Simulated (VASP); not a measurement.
CdS (Greenockite), 4 atoms in the cell. The structure is hexagonal, space group P6_3mc (No. 186). The conventional cell has a = 4.150 Å, b = 4.150 Å, c = 6.737 Å, α = 90.00°, β = 90.00°, γ = 120.00°. Within 3.3 Å of Cd (site symmetry 3m) lie 4 S at 2.53 to 2.54 Å. S (site symmetry 3m) has 4 Cd at 2.53 to 2.54 Å within 3.3 Å. 

| Quantity | Value |
| --- | --- |
| Program | VASP 6.6.1 |
| Task | single point |
| Functional | PBE |
| Potentials or basis | VASP PAW PBE potentials, release 64 (Cd, S) |
| Cutoff | 500 eV |
| k mesh | 4 × 4 × 3 |
| Occupations | gaussian, width 0.01 eV |
| Spin | no spin polarisation |
| Dipole correction | no |
| Further INCAR settings | ALGO = Normal; EDIFF = 1e-06; NBANDS = 26 |

Potentials or basis: VASP PAW PBE potentials, release 64 (Cd, S).

The run is started by

```bash
$ cat potpaw_PBE.64/Cd/POTCAR potpaw_PBE.64/S/POTCAR > POTCAR
$ mpirun -np 1 vasp_std > vasp.out
```

Hardware: 1 thread of Intel(R) Xeon(R) Platinum 8259CL CPU @ 2.50GHz (Skylake/Cascade Lake) (shared host).

Task: How long does it take, and how much memory?

Result: Run time: 22 s on 1 thread of Intel(R) Xeon(R) Platinum 8259CL CPU @ 2.50GHz (Skylake/Cascade Lake), with other jobs on the host, peak memory 0.2 GiB. Counts: scf iterations 14, k points 8.
